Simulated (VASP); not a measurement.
Al2Cu, 3 atoms in the cell. The structure is orthorhombic, space group Fmmm (No. 69). The conventional cell has a = 5.648 Å, b = 5.773 Å, c = 5.927 Å, α = 90.00°, β = 90.00°, γ = 90.00°. Within 3.3 Å of Al (site symmetry 222) lie 4 Cu at 2.50 Å and 6 Al at 2.82 to 2.96 Å. Within 3.3 Å of Cu (site symmetry mmm) lie 8 Al at 2.50 Å.  This cell differs from its parent crystal: strain +e along x and -e along y -0.0133, strain +e along z and -e/2 along x and y -0.0233.

| Property | Result |
| --- | --- |
| Program | VASP 6.6.1 |
| Task | single point |
| Functional | PBE |
| Potentials or basis | VASP PAW PBE potentials, release 64 (Al, Cu) |
| Cutoff | 520 eV |
| k mesh | 14 × 14 × 14 |
| Occupations | gaussian, width 0.15 eV |
| Spin | no spin polarisation |
| Dipole correction | no |
| Further INCAR settings | ALGO = Fast; EDIFF = 1e-07; NBANDS = 16 |

Potentials or basis: VASP PAW PBE potentials, release 64 (Al, Cu).

Launch:

```console
$ cat potpaw_PBE.64/Al/POTCAR potpaw_PBE.64/Cu/POTCAR > POTCAR
$ mpirun -np 1 vasp_std > vasp.out
```

Hardware: 1 thread of AMD EPYC 9R45 96-Core Processor (Zen 5), on a shared host.

Task: Estimate the wall time of this run.

Result: Wall time 4.2 min on 1 thread of AMD EPYC 9R45 96-Core Processor (Zen 5), with other jobs on the host, peak memory 0.4 GiB. Counts: scf iterations 18, k points 428.
